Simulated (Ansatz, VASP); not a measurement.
## ScInS3 in VASP and in Ansatz

Contents of INCAR:

```
PREC = Accurate ; ENCUT = 520
EDIFF = 1E-6 ; ISMEAR = 0
SIGMA = 0.1 ; LREAL = F
LASPH = T ; NELM = 60
ALGO = Normal ; ISIF = 2
LWAVE = F ; LCHARG = F
GGA = PE ; NBANDS = 29
```

Contents of KPOINTS:

```
Automatic mesh
0
Gamma
  6 6 4
```

POSCAR

```
ScInS3
1.0
    5.2984045400      0.0000000000      0.0000000000
   -2.6492022700      4.5885529300      0.0000000000
    0.0000000000      0.0000000000      4.9642260000
Sc In S
1 1 3
Direct
    0.0000000000      0.0000000000      0.0000000000
    0.0000000000      0.0000000000      0.5000000000
    0.5000000000      0.0000000000      0.0000000000
    0.0000000000      0.5000000000      0.0000000000
    0.5000000000      0.5000000000      0.0000000000
```

Input for Ansatz:

```yaml
crystal:
  lattice:
    - [5.29840454, 0.0, 0.0]
    - [-2.64920227, 4.58855293, 0.0]
    - [0.0, 0.0, 4.964226]
  atoms:
    - { symbol: Sc, position: [0.0, 0.0, 0.0] }
    - { symbol: In, position: [0.0, 0.0, 0.5] }
    - { symbol: S, position: [0.5, 0.0, 0.0] }
    - { symbol: S, position: [0.0, 0.5, 0.0] }
    - { symbol: S, position: [0.5, 0.5, 0.0] }
basis:
  ecutwfc: 420
kpoints:
  mp_grid: { grid: [6, 6, 4] }
hamiltonian:
  xc: pbe
scf:
  occupations: { method: gaussian, width: 0.1 }
  lower_state_search: "off"
output:
  forces: true
  stress: true
  eigenvalues: true
```

Alike in both runs: task single point; functional PBE; k mesh 6 × 6 × 4; occupations gaussian, width 0.1 eV; no spin polarisation.

```csv
,VASP,Ansatz
version,VASP 6.6.1,Ansatz 0.2.0
potentials or method,"VASP PAW PBE potentials, release 64 (Sc_sv, In_d, S), cutoff 520 eV","scalar-relativistic, plane waves, PAW"
valence electrons in the cell,42,42
```

|  | VASP | Ansatz | Ansatz less VASP |
| --- | --- | --- | --- |
| gap on the k mesh at the Fermi level (eV) | none | none | - |
| pressure (GPa) | 6.6 | 6.5 | -0.06 |
| traceless stress, the component that is largest in VASP (GPa) | 14.18 | 14.19 | +0.011 |

A gap of «none» marks a metal or a gap that the smearing closes. With one functional, cell and mesh, what is left measures potentials, basis and numerics.
